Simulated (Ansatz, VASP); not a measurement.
**Two plane-wave programs on BeAu2S2**

Contents of INCAR:

```
SYSTEM = BeAu2S2
ALGO     = Normal         ! electronic algorithm
EDIFF    = 1E-6           ! SCF threshold, eV
ENCUT    = 520            ! plane-wave cutoff, eV
GGA      = PE             ! functional
ISIF     = 2              ! what is computed and relaxed
ISMEAR   = 0              ! smearing method
ISPIN    = 2              ! spin polarisation
LASPH    = .TRUE.         ! aspherical terms in the spheres
LCHARG   = .FALSE.        ! write CHGCAR
LMAXMIX  = 4              ! l up to which the mixer works
LORBIT   = 11             ! projections on sites
LREAL    = .FALSE.        ! projectors in reciprocal space
LWAVE    = .FALSE.        ! write WAVECAR
MAGMOM   = 0 0 0 1 1      ! initial moments
NBANDS   = 30             ! bands
NELM     = 150            ! most SCF steps
PREC     = Accurate       ! precision mode
SIGMA    = 0.1            ! smearing width, eV
```

File KPOINTS:

```
k-points
0
G
  6 6 4
  0 0 0
```

Contents of POSCAR:

```
BeAu2S2
1.0
    3.7302849300      0.0000000000      0.0000000000
    0.0000000000      3.7302849300      0.0000000000
    0.0000000000      0.0000000000      7.3148933900
Be S Au
1 2 2
Direct
    0.0000000000      0.0000000000      0.5000000000
    0.0000000000      0.0000000000      0.7502646400
    0.0000000000      0.0000000000      0.2497353600
    0.5000000000      0.0000000000      0.0000000000
    0.0000000000      0.5000000000      0.0000000000
```

Input for Ansatz:

```yaml
crystal:
  lattice:
    - [3.73028493, 0.0, 0.0]
    - [0.0, 3.73028493, 0.0]
    - [0.0, 0.0, 7.31489339]
  atoms:
    - { symbol: Be, position: [0.0, 0.0, 0.5] }
    - { symbol: S, position: [0.0, 0.0, 0.75026464] }
    - { symbol: S, position: [0.0, 0.0, 0.24973536] }
    - { symbol: Au, position: [0.5, 0.0, 0.0], spin: 1.0 }
    - { symbol: Au, position: [0.0, 0.5, 0.0], spin: 1.0 }
basis:
  ecutwfc: 420
kpoints:
  mp_grid: { grid: [6, 6, 4] }
hamiltonian:
  xc: pbe
scf:
  occupations: { method: gaussian, width: 0.1 }
  lower_state_search: "off"
output:
  forces: true
  stress: true
  eigenvalues: true
  populations: true
magnetization:
  spin_polarized: true
```

Alike in both runs: task single point; functional PBE; k mesh 6 × 6 × 4; occupations gaussian, width 0.1 eV; collinear spin.

|  | VASP | Ansatz |
| --- | --- | --- |
| version | VASP 6.6.1 | Ansatz 0.2.0 |
| potentials or method | VASP PAW PBE potentials, release 64 (Be, S, Au), cutoff 520 eV | scalar-relativistic, plane waves, PAW |
| valence electrons in the cell | 36 | 52 |

Ansatz gave:

| Property | Result |
| --- | --- |
| gap on the k mesh at the Fermi level (eV) | none |
| pressure (GPa) | 14.2 |
| traceless stress, the component that is largest in VASP (GPa) | -4.83 |
| rms of the force components (eV/Å) | 0.106 |
| net moment per atom (μB) | 0.00 |

Estimate VASP's values.

gap on the k mesh at the Fermi level (eV): none; pressure (GPa): 14.0; traceless stress, the component that is largest in VASP (GPa): -4.89; rms of the force components (eV/Å): 0.106; net moment per atom (μB): 0.00.

Atom by atom the forces differ by 0.000 eV/Å (rms over components). A gap of «none» marks a metal or a gap that the smearing closes. The functional is the same, so the differences come from potentials, cutoffs and numerics. VASP's potentials hold 36 valence electrons a cell and Ansatz's 52, so a difference there can come from the potentials and not from the codes. Ansatz's warnings: seeded moment not kept.

Neither program's run includes spin-orbit coupling.
